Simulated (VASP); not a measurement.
Write the native input for VASP 6.6.1 that does the following.

- Task: single point
- Functional: PBE
- Dispersion: D3(BJ)
- Potentials or basis: VASP PAW PBE potentials, release 64 (Sb)
- Cutoff: 520 eV
- k mesh: 18 × 18 × 18
- Occupations: gaussian, width 0.15 eV
- Spin: no spin polarisation
- Dipole correction: no
- Further INCAR settings: ALGO = Normal; EDIFF = 1e-06; NBANDS = 8

The structure of Sb lies in POSCAR:

```
Sb
1.0
   -1.8713408863      1.9415161695      1.8713408863
    1.8713408863     -1.9415161695      1.8713408863
    1.8713408863      1.9415161695     -1.8713408863
Sb
1
Direct
    0.0000000000      0.0000000000      0.0000000000
```

This cell differs from its parent crystal: strain +0.0375 x Voigt [0, 1, 0, 0, 0, 0].

These files were run (other wordings do the same):

INCAR

```
SYSTEM = Sb
PREC = Accurate ; ENCUT = 520
EDIFF = 1E-6 ; ISMEAR = 0
SIGMA = 0.15 ; LREAL = .FALSE.
LASPH = .TRUE. ; NELM = 100
ALGO = Normal ; ISIF = 2
LWAVE = .FALSE. ; LCHARG = .FALSE.
GGA = PE ; IVDW = 12
NBANDS = 8
```

KPOINTS

```
regular mesh
0
G
  18 18 18
  0 0 0
```

Potentials or basis: VASP PAW PBE potentials, release 64 (Sb).

Run with:

```console
$ cat potpaw_PBE.64/Sb/POTCAR > POTCAR
$ mpirun -np 1 vasp_std > vasp.out
```

It gave:

```
Pressure                   : -3.1 GPa
Dispersion energy per atom : -0.520 eV
```

Caveat: the cell differs from its parent crystal (strain +0.0375 x Voigt [0, 1, 0, 0, 0, 0]); pairwise dispersion overbinds metals, which lowers pressure and volume.

Run time: 51 s on 1 thread of AMD EPYC 7R43 64-Core Processor (Zen 3) (shared host), peak memory 0.18 GiB.
